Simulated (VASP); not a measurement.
Crystal: B4PdRu2.

```
B Ru Pd
1.0
     2.95247   -0.00869   -0.00344
    -1.48376    2.51960   -0.01806
    -0.01142   -0.07583    9.48994
B Ru Pd
4 2 1
Direct
  0.35453 0.61998 0.52195
  0.60625 0.34824 0.63356
  0.65075 0.32953 0.14498
  0.27457 0.64003 0.24332
  0.69141 0.29212 0.37507
  0.37724 0.72509 0.01332
  0.04526 0.04500 0.77080
```

* Program: VASP 6.6.1
* Task: relaxation of cell and atoms
* Functional: PBE
* Potentials or basis: VASP PAW PBE potentials, release 64 (B, Ru_pv, Pd)
* Cutoff: 600 eV
* k mesh: 12 × 12 × 2
* Occupations: gaussian, width 0.2 eV
* Spin: no spin polarisation

At the start: pressure 7.5 GPa; volume 10.07 Å³/atom.

Task: Where does the relaxation end?

Result: Over 24 steps the energy falls by 242.5 meV/atom and the volume is 9.95 Å³/atom (-1.2 %); space group P1 (No. 1, to 0.1 Å) before, P3m1 (No. 156, to 0.1 Å).

The path:
```
step  energy change (eV)  largest force (eV/Å)  pressure (GPa)  volume (Å³)
   1              0.0000                4.2458            7.48        70.47
   2             -0.8006                1.7635          -14.94        75.29
   3             -0.9686                1.5926          -10.55        73.63
   4             -1.3640                1.5466            8.05        68.24
   5             -1.3731                1.5437            5.29        68.87
   6             -1.5822                0.7545            2.95        68.87
   7             -1.5925                0.6057            2.97        68.87
   8             -1.6499                0.3774           -3.28        70.48
   9             -1.6499                0.3796           -3.19        70.45
  10             -1.6743                0.4309            1.09        69.53
  11             -1.6757                0.3113            0.28        69.70
  12             -1.6862                0.1607            0.37        69.61
  13             -1.6874                0.1967            0.40        69.57
  14             -1.6914                0.1267           -0.32        69.77
  15             -1.6920                0.1191           -0.82        69.90
  16             -1.6943                0.1229            0.23        69.63
  17             -1.6944                0.1326            0.37        69.60
  18             -1.6964                0.0769            0.12        69.60
  19             -1.6965                0.0886            0.06        69.61
  20             -1.6972                0.0562           -0.11        69.64
  21             -1.6973                0.0510           -0.15        69.65
  22             -1.6975                0.0301            0.21        69.57
  23             -1.6975                0.0310            0.21        69.58
  24             -1.6976                0.0197           -0.04        69.63
```

Final structure:
```cif
data_structure
_symmetry_space_group_name_H-M 'P 1'
_symmetry_Int_Tables_number 1
_cell_length_a 2.8961
_cell_length_b 2.8945
_cell_length_c 9.5907
_cell_angle_alpha 89.997
_cell_angle_beta 89.993
_cell_angle_gamma 119.993
_cell_volume 69.63
loop_
_atom_site_label
_atom_site_type_symbol
_atom_site_fract_x
_atom_site_fract_y
_atom_site_fract_z
_atom_site_occupancy
B1 B 0.33312 0.66678 0.54381 1
B2 B 0.66642 0.33330 0.61048 1
B3 B 0.66638 0.33311 0.15316 1
B4 B 0.33299 0.66623 0.23277 1
Ru1 Ru 0.66636 0.33300 0.38325 1
Ru2 Ru 0.33313 0.66644 0.01407 1
Pd1 Pd 0.00161 0.00115 0.76546 1
```
